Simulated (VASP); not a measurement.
# Ba2B (R32) in VASP: single point with PBE

Aim: the single point of Ba2B with PBE.

Program: VASP 6.6.1. These are calculated values, not measurements. Logs are shortened: lines on timing, memory, paths and dates and some standing lists are left out, and cuts for length are marked.

## (1) The cell of the first run

Symmetry: R32, No. 155, trigonal system. Conventional cell: a = 6.832 Å, b = 6.832 Å, c = 19.323 Å, α = 90.00°, β = 90.00°, γ = 120.00°. Ba (site symmetry 32) has 6 B at 3.94 Å and 6 Ba at 3.94 Å within 5.2 Å. Ba (site symmetry 2) has 8 Ba at 3.94 Å and 4 B at 3.94 Å within 5.2 Å. B (site symmetry 3) has 9 Ba at 3.94 Å and 3 B at 3.94 Å within 5.2 Å.

## (2) Single point, PBE

INCAR

```
PREC = Accurate
ENCUT = 520
EDIFF = 1E-7
ISMEAR = 0
SIGMA = 0.1
LREAL = False
LASPH = True
NELM = 60
ALGO = Fast
ISIF = 2
LWAVE = False
LCHARG = False
GGA = PE
NBANDS = 32
```

KPOINTS

```
regular mesh
0
Gamma
  3 3 3
```

POSCAR

```
Ba2B
1.0
    3.4159143300      1.9721790600      6.4411368000
   -3.4159143300      1.9721790600      6.4411368000
    0.0000000000     -3.9443581200      6.4411368000
Ba B
4 2
Direct
    0.0000000000      0.0000000000      0.0000000000
    0.8333333300      0.1666666700      0.5000000000
    0.1666666700      0.5000000000      0.8333333300
    0.5000000000      0.8333333300      0.1666666700
    0.3333333300      0.3333333300      0.3333333300
    0.6666666700      0.6666666700      0.6666666700
```

Potentials or basis: VASP PAW PBE potentials, release 64 (Ba_sv, B).

Command:

```sh
> cat potpaw_PBE.64/Ba_sv/POTCAR potpaw_PBE.64/B/POTCAR > POTCAR
> mpirun -np 1 vasp_std > vasp.out
```

OUTCAR:

```text
PREC = Accurate
   ENCUT = 520
   EDIFF = 1E-7
   ISMEAR = 0
   LREAL = False
   LASPH = True
   NELM = 60
   ISIF = 2
   GGA = PE

 ion  position               nearest neighbor table
   1  0.000  0.000  0.000-   4 3.94   3 3.94   3 3.94   4 3.94   2 3.94   2 3.94
   2  0.833  0.167  0.500-   4 3.94   3 3.94   3 3.94   4 3.94   4 3.94   3 3.94   1 3.94   1 3.94

   3  0.167  0.500  0.833-   2 3.94   4 3.94   2 3.94   4 3.94   4 3.94   2 3.94   1 3.94   1 3.94

   4  0.500  0.833  0.167-   2 3.94   3 3.94   3 3.94   3 3.94   2 3.94   2 3.94   1 3.94   1 3.94

   5  0.333  0.333  0.333-
   6  0.667  0.667  0.667-

  LATTYP: Found a trigonal (rhomboedric) cell.
 ALAT       =     7.5528937654
 COS(alpha) =     0.5909115818

  Lattice vectors:

 A1 = (   3.4159143300,   1.9721790600,   6.4411368000)
 A2 = (  -3.4159143300,   1.9721790600,   6.4411368000)
 A3 = (   0.0000000000,  -3.9443581200,   6.4411368000)

Analysis of symmetry for initial positions (statically):
=====================================================================
 Subroutine PRICEL returns:
 Original cell was already a primitive cell.

 Routine SETGRP: Setting up the symmetry group for a
 trigonal (rhombohedral) supercell.

 Subroutine GETGRP returns: Found  6 space group operations
 (whereof  6 operations were pure point group operations)
 out of a pool of 12 trial point group operations.

The static configuration has the point symmetry D_3 .

Analysis of symmetry for dynamics (positions and initial velocities):
=====================================================================
 Subroutine PRICEL returns:
 Original cell was already a primitive cell.

 Routine SETGRP: Setting up the symmetry group for a
 trigonal (rhombohedral) supercell.

 Subroutine GETGRP returns: Found  6 space group operations
 (whereof  6 operations were pure point group operations)
 out of a pool of 12 trial point group operations.

The dynamic configuration has the point symmetry D_3 .

 Subroutine INISYM returns: Found  6 space group operations
 (whereof  6 operations are pure point group operations),
 and found     1 'primitive' translations

----------------------------------------------------------------------------------------

                                     Primitive cell

  volume of cell :     260.3557

  direct lattice vectors                    reciprocal lattice vectors
     3.415914330  1.972179060  6.441136800     0.146373694  0.084508892  0.051750699
    -3.415914330  1.972179060  6.441136800    -0.146373694  0.084508892  0.051750699
     0.000000000 -3.944358120  6.441136800     0.000000000 -0.169017783  0.051750699

  length of vectors
     7.552893765  7.552893765  7.552893767     0.176762966  0.176762966  0.176762966

  position of ions in fractional coordinates (direct lattice)
     0.000000000  0.000000000  0.000000000
     0.833333330  0.166666670  0.500000000
     0.166666670  0.500000000  0.833333330
     0.500000000  0.833333330  0.166666670
     0.333333330  0.333333330  0.333333330
     0.666666670  0.666666670  0.666666670

  ion indices of the primitive-cell ions
   primitive index   ion index
                 1           1
                 2           2
                 3           3
                 4           4
                 5           5
                 6           6

----------------------------------------------------------------------------------------

 KPOINTS: regular mesh

Automatic generation of k-mesh.
 Grid dimensions read from file:
 generate k-points for:    3    3    3

 Generating k-lattice:

  Cartesian coordinates                     Fractional coordinates (reciprocal lattice)
     0.048791231  0.028169631  0.017250233     0.333333333  0.000000000  0.000000000
    -0.048791231  0.028169631  0.017250233     0.000000000  0.333333333  0.000000000
     0.000000000 -0.056339261  0.017250233     0.000000000  0.000000000  0.333333333

  Length of vectors
     0.058920989  0.058920989  0.058920989

  Shift w.r.t. Gamma in fractional coordinates (k-lattice)
     0.000000000  0.000000000  0.000000000

 Subroutine IBZKPT returns following result:
 ===========================================

 Found      6 irreducible k-points:

 Following reciprocal coordinates:
            Coordinates               Weight
  0.000000  0.000000  0.000000      1.000000
  0.333333  0.000000  0.000000      6.000000
  0.333333  0.333333  0.000000      6.000000
 -0.333333  0.333333  0.000000      6.000000
  0.333333  0.333333  0.333333      2.000000
 -0.333333  0.333333  0.333333      6.000000
   k-points           NKPTS =      6   k-points in BZ     NKDIM =      6   number of bands    NBANDS=     32
   number of dos      NEDOS =    301   number of ions     NIONS =      6
   total plane-waves  NPLWV = 175616
   dimension x,y,z NGX =    56 NGY =   56 NGZ =   56
   dimension x,y,z NGXF=   112 NGYF=  112 NGZF=  112
   ions per type =               4   2
   NGX,Y,Z   is equivalent  to a cutoff of  12.33, 12.33, 12.33 a.u.
   NGXF,Y,Z  is equivalent  to a cutoff of  24.65, 24.65, 24.65 a.u.
 SYSTEM =  unknown system
   PREC   = accura    normal or accurate (medium, high low for compatibility)
   ISTART =      0    job   : 0-new  1-cont  2-samecut
   ICHARG =      2    charge: 1-file 2-atom 10-const
   ISPIN  =      1    spin polarized calculation?
   LNONCOLLINEAR =      F non collinear calculations
   LSORBIT =      F    spin-orbit coupling
   LASPH  =      T    aspherical Exc in radial PAW
   ENCUT  =  520.0 eV  38.22 Ry    6.18 a.u.  14.04 14.04 14.04*2*pi/ulx,y,z
   NELM   =     60;   NELMIN=  2; NELMDL= -5     # of ELM steps
   EDIFF  = 0.1E-06   stopping-criterion for ELM
   LREAL  =      F    real-space projection
   EDIFFG = 0.1E-05   stopping-criterion for IOM
   NSW    =      0    number of steps for IOM
   IBRION =     -1    ionic relax: 0-MD 1-quasi-New 2-CG
   NFREE  =      0    steps in history (QN), initial steepest desc. (CG)
   ISIF   =      2    stress and relaxation
   ISYM   =      2    0-nonsym 1-usesym 2-fastsym
   POTIM  = 0.5000    time-step for ionic-motion
   TEBEG  =    0.0;   TEEND  =   0.0 temperature during run
   PSTRESS=    0.0 pullay stress
   NELECT =      46.0000    total number of electrons
   NUPDOWN=      -1.0000    fix difference up-down
   EMIN   =  10.00;   EMAX   =-10.00  energy-range for DOS
   EFERMI =   0.00;   METHOD = LEGACY
   ISMEAR =     0;   SIGMA  =   0.10  broadening in eV -4-tet -1-fermi 0-gaus
   EFERMI_NEDOS =   21; number of points for ismear=-14 and -15
   IALGO  =     68    algorithm
   IMIX   =      4    mixing-type and parameters
     AMIX     =   0.40;   BMIX     =  1.00
     AMIX_MAG =   1.60;   BMIX_MAG =  1.00
  volume/ion in A,a.u.               =      43.39       292.83
  Fermi-wavevector in a.u.,A,eV,Ry     =   0.918625  1.735950 11.481582  0.843872
  Thomas-Fermi vector in A             =   2.043728
   LORBIT       =      0    0 simple, 1 ext, 2 COOP (PROOUT), +10 PAW based schemes
   GGA     = PE    functional components
   LHFCALC =     F    Hartree Fock is set to
   AEXX    =    0.0000 exact exchange contribution
   IVDW    =     0    specifies the selected vdW correction
   LEPSILON=     F    determine dielectric tensor
   LRPA    =     F    only Hartree local field effects (RPA)
 non-spin polarized calculation
 RMM-DIIS sequential band-by-band and
 Gauss-broadening in eV      SIGMA  =   0.10
  energy-cutoff  :      520.00
  volume of cell :      260.36
 maximum number of plane-waves:      7017
   NGX = 29   NGY = 29   NGZ = 29

 number of electron      45.9999998 magnetization

 Free energy of the ion-electron system (eV)
  ---------------------------------------------------
  ext. energy  EPLUGINS =         0.00000000
  ---------------------------------------------------
  free energy    TOTEN  =       -12.84713778 eV

  energy without entropy =      -12.80951215  energy(sigma->0) =      -12.82832496

 E-fermi :   1.5952     XC(G=0):  -7.8533

 val. band max:        1.5701984979   @ k =   0.3333   0.3333   0.3333
 cond. band min:       1.6269921500   @ k =   0.3333   0.3333   0.0000
 fundamental gap:      0.0567936521
 Fermi energy:         1.5951922732

 k-point     1 :       0.0000    0.0000    0.0000
  band No.  band energies     occupation
      1     -27.2901      2.00000
      2     -27.0866      2.00000
      3     -26.9629      2.00000
      4     -26.9629      2.00000
      5     -12.9803      2.00000
      6     -12.5922      2.00000
[... 24 lines left out ...]
     31       3.5422      0.00000
     32       3.8232      0.00000

 k-point     2 :       0.3333    0.0000    0.0000
  band No.  band energies     occupation
      1     -27.2845      2.00000
      2     -27.0545      2.00000
      3     -26.9902      2.00000
      4     -26.9750      2.00000
      5     -12.9960      2.00000
      6     -12.6816      2.00000
[... 24 lines left out ...]
     31       3.4220      0.00000
     32       3.6473      0.00000

 k-point     3 :       0.3333    0.3333    0.0000
  band No.  band energies     occupation
      1     -27.2817      2.00000
      2     -27.0570      2.00000
      3     -26.9913      2.00000
      4     -26.9744      2.00000
      5     -12.8997      2.00000
      6     -12.7795      2.00000
[... 24 lines left out ...]
     31       3.3176      0.00000
     32       3.7359      0.00000

 k-point     4 :      -0.3333    0.3333    0.0000
  band No.  band energies     occupation
      1     -27.2807      2.00000
      2     -27.0102      2.00000
      3     -27.0092      2.00000
      4     -27.0049      2.00000
      5     -12.8868      2.00000
      6     -12.6239      2.00000
[... 24 lines left out ...]
     31       3.3520      0.00000
     32       3.7504      0.00000

 k-point     5 :       0.3333    0.3333    0.3333
  band No.  band energies     occupation
      1     -27.2797      2.00000
      2     -27.0977      2.00000
      3     -26.9630      2.00000
      4     -26.9629      2.00000
      5     -12.8075      2.00000
      6     -12.6428      2.00000
[... 24 lines left out ...]
     31       3.6285      0.00000
     32       3.6359      0.00000

 k-point     6 :      -0.3333    0.3333    0.3333
  band No.  band energies     occupation
      1     -27.2782      2.00000
      2     -27.0622      2.00000
      3     -26.9897      2.00000
      4     -26.9745      2.00000
      5     -12.8911      2.00000
      6     -12.6608      2.00000
[... 24 lines left out ...]
     31       3.0986      0.00000
     32       3.6297      0.00000

------------------------ aborting loop because EDIFF is reached ----------------------------------------

  FORCE on cell =-STRESS in cart. coord.  units (eV):
  Direction    XX          YY          ZZ          XY          YZ          ZX
  --------------------------------------------------------------------------------------
  -------------------------------------------------------------------------------------
  Total       -2.1759294     -2.1759294     -7.0985323      0.0000000      0.0000000      0.0000000
  in kB      -13.3902381    -13.3902382    -43.6829598      0.0000000      0.0000000      0.0000000
  external PRESSURE =     -23.4878120 kB  Pullay stress =       0.0000000 kB

 VOLUME and BASIS-vectors are now :
 -----------------------------------------------------------------------------
  energy-cutoff  :      520.00
  volume of cell :      260.36
      direct lattice vectors                 reciprocal lattice vectors
     3.415914330  1.972179060  6.441136800     0.146373694  0.084508892  0.051750699
    -3.415914330  1.972179060  6.441136800    -0.146373694  0.084508892  0.051750699
     0.000000000 -3.944358120  6.441136800     0.000000000 -0.169017783  0.051750699

 POSITION                                       TOTAL-FORCE (eV/Angst)
 -----------------------------------------------------------------------------------
      0.00000      0.00000      0.00000         0.000000     -0.000000      0.000000
      2.27728     -0.00000      9.66171        -0.308063     -0.000000      0.000000
     -1.13864     -1.97218      9.66171         0.154031      0.266790      0.000000
     -1.13864      1.97218      9.66171         0.154031     -0.266790      0.000000
      0.00000      0.00000      6.44114         0.000000     -0.000000      0.047528
      0.00000      0.00000     12.88227         0.000000      0.000000     -0.047528
 -----------------------------------------------------------------------------------
    total drift:                               -0.000000     -0.000000      0.000000

  FREE ENERGIE OF THE ION-ELECTRON SYSTEM (eV)
  ---------------------------------------------------
  free  energy   TOTEN  =       -12.8471377769 eV

  energy  without entropy=      -12.8095121511  energy(sigma->0) =      -12.82832496
```

Run time: 96 s. Hardware: 1 thread of Intel Xeon Platinum 8375C at 2.90GHz (Ice Lake), shared host; peak memory 0.39 GiB.

Results:

| Item | Value |
| --- | --- |
| Free energy | -12.8471 eV |
| Pressure | -2.3 GPa |
| Largest force | 0.308 eV/Å |
| Band gap on the k mesh | zero (band 23 reaches 1.75 eV, above the bottom of band 24 at 1.63 eV) |

Forces in eV/Å, atoms in the order of the input:
```
Ba   0.000  0.000  0.000
Ba  -0.308  0.000  0.000
Ba   0.154  0.267  0.000
Ba   0.154 -0.267  0.000
B    0.000  0.000  0.048
B    0.000  0.000 -0.048
```

Levels at points of the mesh, in eV from the Fermi level:
```csv
k point,band 19,band 20,band 21,band 22,band 23,band 24,band 25,band 26,band 27,band 28
"(0.00, 0.00, 0.00)",-1.65,-0.67,-0.67,-0.07,0.15,0.51,0.51,0.51,1.06,1.06
```

Caveat: the k points lie up to 0.37 Å⁻¹ apart; spin-orbit coupling is left out, which moves the levels of the heavy elements.
